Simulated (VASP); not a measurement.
# WSe2 in VASP: single point with LDA

Aim: the single point of WSe2 with LDA.

Program: VASP 6.6.1. These are calculated values, not measurements. Logs are shortened: lines on timing, memory, paths and dates and some standing lists are left out, and cuts for length are marked.

## Step 1: The cell of the first run

The cell holds a slab with vacuum, 3 atoms: a = 3.318 Å, b = 3.318 Å, c = 16.658 Å, α = 90.00°, β = 90.00°, γ = 120.00°.

## Step 2: Single point, LDA

The input, INCAR:

```
PREC = Accurate
ENCUT = 520
EDIFF = 1E-6
ISMEAR = 0
SIGMA = 0.05
LREAL = F
LASPH = T
NELM = 100
ALGO = Normal
ISIF = 2
LWAVE = F
LCHARG = F
GGA = CA
NBANDS = 20
```

The input, KPOINTS:

```
regular mesh
0
Gamma
  12 12 2
```

The input, POSCAR:

```
WSe2
1.0
    3.3179375931      0.0000000000      0.0000000000
   -1.6589687966      2.8734182438      0.0000000000
    0.0000000000      0.0000000000     16.6581424200
W Se
1 2
Direct
    0.0000000000      0.0000000000      0.0000000000
    0.3333333333      0.6666666667      0.0997865200
    0.3333333333      0.6666666667      0.9002134800
```

Potentials or basis: VASP PAW LDA potentials, release 64 (W_sv, Se).

Command:

```
$ cat potpaw_LDA.64/W_sv/POTCAR potpaw_LDA.64/Se/POTCAR > POTCAR
$ mpirun -np 1 vasp_std > vasp.out
```

OUTCAR:

```text
PREC = Accurate
   ENCUT = 520
   EDIFF = 1E-6
   ISMEAR = 0
   LREAL = F
   LASPH = T
   NELM = 100
   ISIF = 2
   GGA = CA

 ion  position               nearest neighbor table
   1  0.000  0.000  0.000-   2 2.54   3 2.54   2 2.54   3 2.54   2 2.54   3 2.54
   2  0.333  0.667  0.100-   1 2.54   1 2.54   1 2.54
   3  0.333  0.667  0.900-   1 2.54   1 2.54   1 2.54

  LATTYP: Found a hexagonal cell.
 ALAT       =     3.3179375931
 C/A-ratio  =     5.0206316281

  Lattice vectors:

 A1 = (   3.3179375931,   0.0000000000,   0.0000000000)
 A2 = (  -1.6589687966,   2.8734182438,   0.0000000000)
 A3 = (   0.0000000000,   0.0000000000,  16.6581424200)

Analysis of symmetry for initial positions (statically):
=====================================================================
 Subroutine PRICEL returns:
 Original cell was already a primitive cell.

 Routine SETGRP: Setting up the symmetry group for a
 hexagonal supercell.

 Subroutine GETGRP returns: Found 12 space group operations
 (whereof 12 operations were pure point group operations)
 out of a pool of 24 trial point group operations.

The static configuration has the point symmetry D_3h.

Analysis of symmetry for dynamics (positions and initial velocities):
=====================================================================
 Subroutine PRICEL returns:
 Original cell was already a primitive cell.

 Routine SETGRP: Setting up the symmetry group for a
 hexagonal supercell.

 Subroutine GETGRP returns: Found 12 space group operations
 (whereof 12 operations were pure point group operations)
 out of a pool of 24 trial point group operations.

The dynamic configuration has the point symmetry D_3h.

 Subroutine INISYM returns: Found 12 space group operations
 (whereof 12 operations are pure point group operations),
 and found     1 'primitive' translations

----------------------------------------------------------------------------------------

                                     Primitive cell

  volume of cell :     158.8158

  direct lattice vectors                    reciprocal lattice vectors
     3.317937593  0.000000000  0.000000000     0.301392046  0.174008779  0.000000000
    -1.658968797  2.873418244  0.000000000     0.000000000  0.348017558  0.000000000
     0.000000000  0.000000000 16.658142420     0.000000000  0.000000000  0.060030703

  length of vectors
     3.317937593  3.317937593 16.658142420     0.348017558  0.348017558  0.060030703

  position of ions in fractional coordinates (direct lattice)
     0.000000000  0.000000000  0.000000000
     0.333333333  0.666666667  0.099786520
     0.333333333  0.666666667  0.900213480

  ion indices of the primitive-cell ions
   primitive index   ion index
                 1           1
                 2           2
                 3           3

----------------------------------------------------------------------------------------

 KPOINTS: regular mesh

Automatic generation of k-mesh.
 Grid dimensions read from file:
 generate k-points for:   12   12    2

 Generating k-lattice:

  Cartesian coordinates                     Fractional coordinates (reciprocal lattice)
     0.025116004  0.014500732  0.000000000     0.083333333  0.000000000  0.000000000
     0.000000000  0.029001463  0.000000000     0.000000000  0.083333333  0.000000000
     0.000000000  0.000000000  0.030015351     0.000000000  0.000000000  0.500000000

  Length of vectors
     0.029001463  0.029001463  0.030015351

  Shift w.r.t. Gamma in fractional coordinates (k-lattice)
     0.000000000  0.000000000  0.000000000

 Subroutine IBZKPT returns following result:
 ===========================================

 Found     38 irreducible k-points:

 Following reciprocal coordinates:
            Coordinates               Weight
  0.000000  0.000000  0.000000      1.000000
  0.083333  0.000000  0.000000      6.000000
  0.166667  0.000000  0.000000      6.000000
  0.250000  0.000000  0.000000      6.000000
  0.333333  0.000000  0.000000      6.000000
  0.416667  0.000000  0.000000      6.000000
[... 16 lines left out ...]
  0.250000  0.000000  0.500000      6.000000
  0.333333  0.000000  0.500000      6.000000
 [... further k-points ...]
   k-points           NKPTS =     38   k-points in BZ     NKDIM =     38   number of bands    NBANDS=     20
   number of dos      NEDOS =    301   number of ions     NIONS =      3
   total plane-waves  NPLWV =  98784
   dimension x,y,z NGX =    28 NGY =   28 NGZ =  126
   dimension x,y,z NGXF=    56 NGYF=   56 NGZF=  252
   ions per type =               1   2
   NGX,Y,Z   is equivalent  to a cutoff of  14.03, 14.03, 12.57 a.u.
   NGXF,Y,Z  is equivalent  to a cutoff of  28.06, 28.06, 25.15 a.u.
 SYSTEM =  unknown system
   PREC   = accura    normal or accurate (medium, high low for compatibility)
   ISTART =      0    job   : 0-new  1-cont  2-samecut
   ICHARG =      2    charge: 1-file 2-atom 10-const
   ISPIN  =      1    spin polarized calculation?
   LNONCOLLINEAR =      F non collinear calculations
   LSORBIT =      F    spin-orbit coupling
   LASPH  =      T    aspherical Exc in radial PAW
   ENCUT  =  520.0 eV  38.22 Ry    6.18 a.u.   6.17  6.17 30.97*2*pi/ulx,y,z
   NELM   =    100;   NELMIN=  2; NELMDL= -5     # of ELM steps
   EDIFF  = 0.1E-05   stopping-criterion for ELM
   LREAL  =      F    real-space projection
   EDIFFG = 0.1E-04   stopping-criterion for IOM
   NSW    =      0    number of steps for IOM
   IBRION =     -1    ionic relax: 0-MD 1-quasi-New 2-CG
   NFREE  =      0    steps in history (QN), initial steepest desc. (CG)
   ISIF   =      2    stress and relaxation
   ISYM   =      2    0-nonsym 1-usesym 2-fastsym
   POTIM  = 0.5000    time-step for ionic-motion
   TEBEG  =    0.0;   TEEND  =   0.0 temperature during run
   PSTRESS=    0.0 pullay stress
   NELECT =      26.0000    total number of electrons
   NUPDOWN=      -1.0000    fix difference up-down
   EMIN   =  10.00;   EMAX   =-10.00  energy-range for DOS
   EFERMI =   0.00;   METHOD = LEGACY
   ISMEAR =     0;   SIGMA  =   0.05  broadening in eV -4-tet -1-fermi 0-gaus
   EFERMI_NEDOS =   21; number of points for ismear=-14 and -15
   IALGO  =     38    algorithm
   IMIX   =      4    mixing-type and parameters
     AMIX     =   0.40;   BMIX     =  1.00
     AMIX_MAG =   1.60;   BMIX_MAG =  1.00
  volume/ion in A,a.u.               =      52.94       357.25
  Fermi-wavevector in a.u.,A,eV,Ry     =   0.895574  1.692389 10.912587  0.802053
  Thomas-Fermi vector in A             =   2.017923
   LORBIT       =      0    0 simple, 1 ext, 2 COOP (PROOUT), +10 PAW based schemes
   GGA     = CA    functional components
   LHFCALC =     F    Hartree Fock is set to
   AEXX    =    0.0000 exact exchange contribution
   IVDW    =     0    specifies the selected vdW correction
   LEPSILON=     F    determine dielectric tensor
   LRPA    =     F    only Hartree local field effects (RPA)
 non-spin polarized calculation
 Gauss-broadening in eV      SIGMA  =   0.05
  energy-cutoff  :      520.00
  volume of cell :      158.82
 maximum number of plane-waves:      4302
 NGX is ok and might be reduce to    28
   NGX = 13   NGY = 13   NGZ = 61

 number of electron      25.9999998 magnetization

 Free energy of the ion-electron system (eV)
  ---------------------------------------------------
  ext. energy  EPLUGINS =         0.00000000
  ---------------------------------------------------
  free energy    TOTEN  =       -24.08346203 eV

  energy without entropy =      -24.08346203  energy(sigma->0) =      -24.08346203

 E-fermi :  -0.6610     XC(G=0):  -4.8669

 val. band max:       -1.0815208884   @ k =   0.3333   0.3333   0.0000
 cond. band min:       0.4344843934   @ k =   0.3333   0.3333   0.5000
 fundamental gap:      1.5160052819
 Fermi energy:        -0.6609874488

 k-point     1 :       0.0000    0.0000    0.0000
  band No.  band energies     occupation
      1     -74.6602      2.00000
      2     -39.1504      2.00000
      3     -39.0374      2.00000
      4     -39.0374      2.00000
      5     -15.7785      2.00000
      6     -14.4950      2.00000
[... 12 lines left out ...]
     19       4.1006      0.00000
     20       4.2707      0.00000

 k-point     2 :       0.0833    0.0000    0.0000
  band No.  band energies     occupation
      1     -74.6596      2.00000
      2     -39.1476      2.00000
      3     -39.0522      2.00000
      4     -39.0409      2.00000
      5     -15.6771      2.00000
      6     -14.4459      2.00000
[... 12 lines left out ...]
     19       4.2399      0.00000
     20       4.5810      0.00000

 k-point     3 :       0.1667    0.0000    0.0000
  band No.  band energies     occupation
      1     -74.6579      2.00000
      2     -39.1399      2.00000
      3     -39.0923      2.00000
      4     -39.0503      2.00000
      5     -15.3866      2.00000
      6     -14.3058      2.00000
[... 12 lines left out ...]
     19       4.6187      0.00000
     20       5.2812      0.00000

 k-point     4 :       0.2500    0.0000    0.0000
  band No.  band energies     occupation
      1     -74.6555      2.00000
      2     -39.1467      2.00000
      3     -39.1293      2.00000
      4     -39.0632      2.00000
      5     -14.9510      2.00000
      6     -14.0981      2.00000
[... 12 lines left out ...]
     19       5.1794      0.00000
     20       5.7537      0.00000

 k-point     5 :       0.3333    0.0000    0.0000
  band No.  band energies     occupation
      1     -74.6532      2.00000
      2     -39.2005      2.00000
      3     -39.1188      2.00000
      4     -39.0760      2.00000
      5     -14.4531      2.00000
      6     -13.8669      2.00000
[... 12 lines left out ...]
     19       5.5438      0.00000
     20       5.7532      0.00000
[... 353 lines left out ...]
      6     -14.4459      2.00000
[... 12 lines left out ...]
     19       4.0012      0.00000
     20       4.8798      0.00000

 k-point    22 :       0.1667    0.0000    0.5000
  band No.  band energies     occupation
      1     -74.6579      2.00000
      2     -39.1399      2.00000
      3     -39.0923      2.00000
      4     -39.0503      2.00000
      5     -15.3866      2.00000
      6     -14.3058      2.00000
[... 12 lines left out ...]
     19       4.3830      0.00000
     20       5.7121      0.00000

 k-point    23 :       0.2500    0.0000    0.5000
  band No.  band energies     occupation
      1     -74.6555      2.00000
      2     -39.1467      2.00000
      3     -39.1293      2.00000
      4     -39.0632      2.00000
      5     -14.9510      2.00000
      6     -14.0981      2.00000
[... 12 lines left out ...]
     19       4.9730      0.00000
     20       6.0741      0.00000

 k-point    24 :       0.3333    0.0000    0.5000
  band No.  band energies     occupation
      1     -74.6532      2.00000
      2     -39.2005      2.00000
      3     -39.1188      2.00000
      4     -39.0760      2.00000
      5     -14.4531      2.00000
      6     -13.8669      2.00000
[... 12 lines left out ...]
     19       5.6022      0.00000
     20       5.6471      0.00000

 [... further k-points ...]

------------------------ aborting loop because EDIFF is reached ----------------------------------------

  FORCE on cell =-STRESS in cart. coord.  units (eV):
  Direction    XX          YY          ZZ          XY          YZ          ZX
  --------------------------------------------------------------------------------------
  -------------------------------------------------------------------------------------
  Total       -2.1510741     -2.1510741     -1.1065455      0.0000000     -0.0000000      0.0000000
  in kB      -21.7006296    -21.7006296    -11.1631360      0.0000000     -0.0000000      0.0000000
  external PRESSURE =     -18.1881318 kB  Pullay stress =       0.0000000 kB

 VOLUME and BASIS-vectors are now :
 -----------------------------------------------------------------------------
  energy-cutoff  :      520.00
  volume of cell :      158.82
      direct lattice vectors                 reciprocal lattice vectors
     3.317937593  0.000000000  0.000000000     0.301392046  0.174008779  0.000000000
    -1.658968797  2.873418244  0.000000000     0.000000000  0.348017558  0.000000000
     0.000000000  0.000000000 16.658142420     0.000000000  0.000000000  0.060030703

 POSITION                                       TOTAL-FORCE (eV/Angst)
 -----------------------------------------------------------------------------------
      0.00000      0.00000      0.00000        -0.000000      0.000000      0.000000
     -0.00000      1.91561      1.66226         0.000000     -0.000000     -0.329264
     -0.00000      1.91561     14.99588         0.000000      0.000000      0.329264
 -----------------------------------------------------------------------------------
    total drift:                                0.000000     -0.000000     -0.000000

  FREE ENERGIE OF THE ION-ELECTRON SYSTEM (eV)
  ---------------------------------------------------
  free  energy   TOTEN  =       -24.0834620348 eV

  energy  without entropy=      -24.0834620348  energy(sigma->0) =      -24.08346203
```

Run time: 91 s. Hardware: 1 thread of Intel Xeon 6975P-C (Granite Rapids), shared host; peak memory 0.31 GiB.

Results:

| Item | Value |
| --- | --- |
| Free energy | -24.0835 eV |
| Largest force | 0.329 eV/Å |
| Band gap on the k mesh | 1.52 eV |

Forces in eV/Å, atoms in the order of the input:
```
W    0.000  0.000  0.000
Se   0.000  0.000 -0.329
Se   0.000  0.000  0.329
```

Caveat: spin-orbit coupling is left out, which moves the levels of the heavy elements.
